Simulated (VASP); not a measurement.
Crystal: Sb.

```
Sb
1.0
     3.13879    0.00000    0.00000
     0.00000    3.13879    0.00000
     0.00000    0.00000    3.13879
Sb
1
Direct
  0.00000 0.00000 0.00000
```

This isn't the form of Sb at room conditions, which is rhombohedral.

Base run:

| Quantity | Value |
| --- | --- |
| Program | VASP 6.6.1 |
| Functional | PBE0 |
| Potentials or basis | VASP PAW PBE potentials, release 64 (Sb) |
| Cutoff | 520 eV |
| k mesh | 6 × 6 × 6 |
| Occupations | fermi-dirac, width 0.05 eV |
| Spin | no spin polarisation |

Its results: band gap on the k mesh zero (an odd number of electrons rules out a gap without spin polarisation); pressure -3.1 GPa.

The run is repeated on the same cell with these changes: functional from PBE0 to r2SCAN0; k mesh from 6 × 6 × 6 to 4 × 4 × 4. What comes out?

Band gap on the k mesh zero (an odd number of electrons rules out a gap without spin polarisation); pressure -6.4 GPa.

Several settings changed at once.

Caveats: some runs use coarse meshes; the PAW data sets were made with another functional, which shifts forces and pressure a little; spin-orbit coupling is left out, which moves the levels of the heavy elements; the cell stands under tension (at least some runs).
